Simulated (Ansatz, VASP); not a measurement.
## Cd in VASP and in Ansatz

Contents of INCAR:

```
PREC     = Accurate       # precision mode
ENCUT    = 520            # plane-wave cutoff, eV
EDIFF    = 1E-7           # SCF threshold, eV
ISMEAR   = -1             # smearing method
SIGMA    = 0.1            # smearing width, eV
LREAL    = F              # projectors in reciprocal space
LASPH    = T              # aspherical terms in the spheres
NELM     = 80             # most SCF steps
ALGO     = Normal         # electronic algorithm
ISIF     = 2              # what is computed and relaxed
LWAVE    = F              # write WAVECAR
LCHARG   = F              # write CHGCAR
GGA      = PE             # functional
NBANDS   = 19             # bands
```

The input KPOINTS:

```
regular mesh
0
Gamma
  14 14 14
```

POSCAR

```
Cd
1.0
   -2.6648349074      2.6648349074      1.3654929030
    2.6648349074     -2.6648349074      1.3654929030
    2.6648349074      2.6648349074     -1.3654929030
Cd
2
Direct
   -0.3750000000     -0.1250000000     -0.2500000000
    0.3750000000      0.1250000000      0.2500000000
```

Input for Ansatz:

```yaml
crystal:
  lattice:
    - [-2.6648349074, 2.6648349074, 1.365492903]
    - [2.6648349074, -2.6648349074, 1.365492903]
    - [2.6648349074, 2.6648349074, -1.365492903]
  atoms:
    - { symbol: Cd, position: [-0.375, -0.125, -0.25] }
    - { symbol: Cd, position: [0.375, 0.125, 0.25] }
kpoints:
  mp_grid: { grid: [14, 14, 14] }
scf:
  occupations: { method: fermi_dirac, width: 0.1 }
hamiltonian:
  xc: pbe
  pseudopotentials: { kind: all_electron, lapw: { basis_error: 0.001 } }
output:
  forces: true
  stress: true
  eigenvalues: true
  populations: true
```

Change from the starting cell: volume scaled by 0.75, LAPW.

Alike in both runs: task single point; functional PBE; k mesh 14 × 14 × 14; occupations fermi-dirac, width 0.1 eV; no spin polarisation.

|  | VASP | Ansatz |
| --- | --- | --- |
| version | VASP 6.6.1 | Ansatz 0.2.0 |
| potentials or method | VASP PAW PBE potentials, release 64 (Cd), cutoff 520 eV | all-electron LAPW, scalar-relativistic |

|  | VASP | Ansatz | Ansatz less VASP |
| --- | --- | --- | --- |
| pressure (GPa) | 21.5 | 20.7 | -0.79 |
| traceless stress, the component that is largest in VASP (GPa) | 0.18 | 0.08 | -0.104 |

Ansatz ran all-electron here, and VASP with PAW potentials.
